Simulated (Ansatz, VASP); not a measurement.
**Two plane-wave programs on CsPbCl3**

```
Pb Cs Cl
1.0
     5.60500    0.00000    0.00000
     0.00000    5.60500    0.00000
     0.00000    0.00000    5.60500
Pb Cs Cl
1 1 3
Cartesian
  2.8025 2.8025 2.8025
  0.0000 0.0000 0.0000
  2.8025 0.0000 2.8025
  0.0000 2.8025 2.8025
  2.8025 2.8025 0.0000
```

Alike in both runs: functional PBEsol; k mesh 4 × 4 × 4; occupations fermi-dirac, width 0.05 eV; no spin polarisation.

|  | VASP | Ansatz |
| --- | --- | --- |
| version | VASP 6.6.1 | Ansatz 0.2.0 |
| potentials or method | VASP PAW PBE potentials, release 64 (Pb_d, Cs_sv, Cl) | Ansatz PAW |
| plane-wave cutoff (eV) | 520 | 420 |
| valence electrons in the cell | 44 | 44 |
| task | single point | band structure |

|  | VASP | Ansatz | Ansatz less VASP |
| --- | --- | --- | --- |
| gap on the k mesh at the Fermi level (eV) | 1.80 | 1.79 | -0.007 |
| least direct gap on the mesh (eV) | 1.80 | 1.79 | -0.007 |
| pressure (GPa) | 0.2 | 0.3 | +0.03 |

VASP's potentials were made for PBE, not for PBEsol.

Neither program's run includes spin-orbit coupling.
